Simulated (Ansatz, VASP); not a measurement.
**O: VASP beside Ansatz**

```
O
1.0
     9.00000    0.00000    0.00000
     0.00000    9.50000    0.00000
     0.00000    0.00000   10.00000
O
2
Direct
  0.50000 0.50000 0.43950
  0.50000 0.50000 0.56050
```

Alike in both runs: functional PBEsol; k mesh 1 × 1 × 1; occupations fermi-dirac, width 0.02 eV; collinear spin.

Ansatz relaxed the structure, and its values are those at the end. VASP's run is a single point on that final structure, the one shown.

|  | VASP | Ansatz |
| --- | --- | --- |
| version | VASP 6.6.1 | Ansatz 0.2.0 |
| potentials or method | VASP PAW PBE potentials, release 64 (O), cutoff 520 eV | plane waves, PAW |
| valence electrons in the cell | 12 | 12 |

VASP gave:

* rms of the force components (eV/Å): 0.795
* net moment per atom (μB): 1.00
* size of the moment on the site where the two differ most (μB): 0.81

Question: What did Ansatz give for the same quantities?

Answer: rms of the force components (eV/Å): 0.001; net moment per atom (μB): 1.00; size of the moment on the site where the two differ most (μB): 0.55.

VASP's potentials were made for PBE, not for PBEsol. Site moments also hang on the region over which each program counts them. One of these differences is far larger than is usual between the two programs; its cause wasn't traced. Ansatz's warnings: end state compared, stress scf threshold loose.

Noted on VASP's run: the standard files for N, O and F lose accuracy on very short bonds.
